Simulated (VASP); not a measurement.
Input of a VASP 6.6.1 run:

INCAR

```
PREC = Accurate ; ENCUT = 600
EDIFF = 1E-6 ; ISMEAR = -1
SIGMA = 0.1 ; LREAL = False
LASPH = True ; NELM = 60
ALGO = Normal ; ISIF = 4
LWAVE = False ; LCHARG = False
GGA = PE ; IBRION = 2
NSW = 50 ; EDIFFG = -0.005
```

File KPOINTS:

```
regular mesh
0
Gamma
  17 17 17
```

Contents of POSCAR:

```
Ta
1.0
   -2.2303002049      2.2303002049      1.1871675365
    2.2303002049     -2.2303002049      1.1871675365
    2.2303002049      2.2303002049     -1.1871675365
Ta
2
Direct
   -0.3750000000     -0.1250000000     -0.2500000000
    0.3750000000      0.1250000000      0.2500000000
```

Potentials or basis: VASP PAW PBE potentials, release 64 (Ta_pv).

The run is started by

```sh
$ cat potpaw_PBE.64/Ta_pv/POTCAR > POTCAR
$ mpirun -np 1 vasp_std > vasp.out
```

Q: Predict the band gap on the k mesh.

A: Zero (bands 11 and 12 overlap by 2.37 eV).

Step by step:
```csv
step,energy change (eV),largest force (eV/Å),pressure (GPa),volume (Å³)
1,0.0000,0.0000,221.72,23.62
2,0.0869,0.0000,222.46,23.62
3,-0.0288,0.0000,221.13,23.62
4,-0.0288,0.0000,221.09,23.62
5,-0.0288,0.0000,221.08,23.62
6,-0.0288,0.0000,221.08,23.62
7,-0.0288,0.0000,221.08,23.62
8,-0.0288,0.0000,221.08,23.62
9,-0.0288,0.0000,221.08,23.62
10,-0.0288,0.0000,221.08,23.62
11,-0.0288,0.0000,221.08,23.62
12,-0.0288,0.0000,221.08,23.62
13,-0.0288,0.0000,221.08,23.62
14,-0.0288,0.0000,221.08,23.62
```

Caveat: spin-orbit coupling is left out, which moves the levels of the heavy elements.
